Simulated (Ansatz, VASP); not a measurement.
**One calculation of Cd, two programs**

```xyz
2
Lattice="0.0000 3.0773 3.0773 3.0773 0.0000 3.0773 3.0773 3.0773 0.0000" Properties=species:S:1:pos:R:3 pbc="T T T"
Cd    0.7693    0.7693    0.7693
Cd    5.3852    5.3852    5.3852
```

Alike in both runs: task relaxation of cell and atoms; functional PBEsol; k mesh 9 × 9 × 9; occupations fermi-dirac, width 0.1 eV; no spin polarisation.

|  | VASP | Ansatz |
| --- | --- | --- |
| version | VASP 6.6.1 | Ansatz 0.2.0 |
| potentials or method | VASP PAW PBE potentials, release 64 (Cd_sv_GW), cutoff 630 eV | plane waves (420 eV) with PAW, scalar-relativistic |
| valence electrons in the cell | 40 | 40 |

```csv
,VASP,Ansatz,Ansatz less VASP
relaxed volume (Å³/atom),32.54,33.41,+0.877
relaxed length of the cell vector where the two differ most in proportion (Å),4.515,4.555,+0.0402
```

VASP's potentials were made for PBE, not for PBEsol, and Ansatz warns of the same on its side.
